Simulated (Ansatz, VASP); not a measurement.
Sn in VASP and in Ansatz

```
Sn
1.0
     3.06668    0.00000    0.00000
     0.00000    3.06668    0.00000
     0.00000    0.00000    3.06668
Sn
1
Direct
  0.00000 0.00000 0.00000
```

Change from the starting cell: volume scaled by 0.98.

Alike in both runs: task single point; functional PBE; k mesh 14 × 14 × 14; occupations fermi-dirac, width 0.03 eV; no spin polarisation.

|  | VASP | Ansatz |
| --- | --- | --- |
| version | VASP 6.6.1 | Ansatz 0.2.0 |
| potentials or method | VASP PAW PBE potentials, release 64 (Sn_d), cutoff 520 eV | all-electron LAPW, scalar-relativistic |

Ansatz gave:

```
pressure (GPa) : 1.0
```

Task: Estimate VASP's values.

Result: Pressure (GPa): 0.9.

Ansatz ran all-electron here, and VASP with PAW potentials.
